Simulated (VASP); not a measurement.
The system is Sn.

```xyz
2
Lattice="0.0000 3.2333 3.2333 3.2333 0.0000 3.2333 3.2333 3.2333 0.0000" Properties=species:S:1:pos:R:3 pbc="T T T"
Sn    3.2333    3.2333    3.2333
Sn    4.8500    4.8500    4.8500
```

This isn't the form of Sn at room conditions, which is tetragonal (white tin).

| Item | Value |
| --- | --- |
| Program | VASP 6.6.1 |
| Task | relaxation of cell and atoms |
| Functional | PBEsol |
| Potentials or basis | VASP PAW PBE potentials, release 64 (Sn_d) |
| Cutoff | 600 eV |
| k mesh | 14 × 14 × 14 |
| Occupations | fermi-dirac, width 0.08 eV |
| Spin | no spin polarisation |

At the start: pressure 1.5 GPa; volume 33.80 Å³/atom.

Task: Where does the relaxation end?

Result: Over 3 steps the energy falls by 5.2 meV/atom and the volume is 34.94 Å³/atom (+3.4 %); space group Fd-3m (No. 227, to 0.1 Å) before and after.

Step by step:
```csv
step,energy change (eV),largest force (eV/Å),pressure (GPa),volume (Å³)
1,0.0000,0.0000,1.50,67.61
2,-0.0089,0.0000,-0.48,70.76
3,-0.0103,0.0000,-0.01,69.88
```

Final structure:
```
Sn
1.0
     0.00000    3.26925    3.26925
     3.26925    0.00000    3.26925
     3.26925    3.26925    0.00000
Sn
2
Direct
  0.50000 0.50000 0.50000
  0.75000 0.75000 0.75000
```

Caveat: the PAW data sets were made with another functional, which shifts forces and pressure a little.
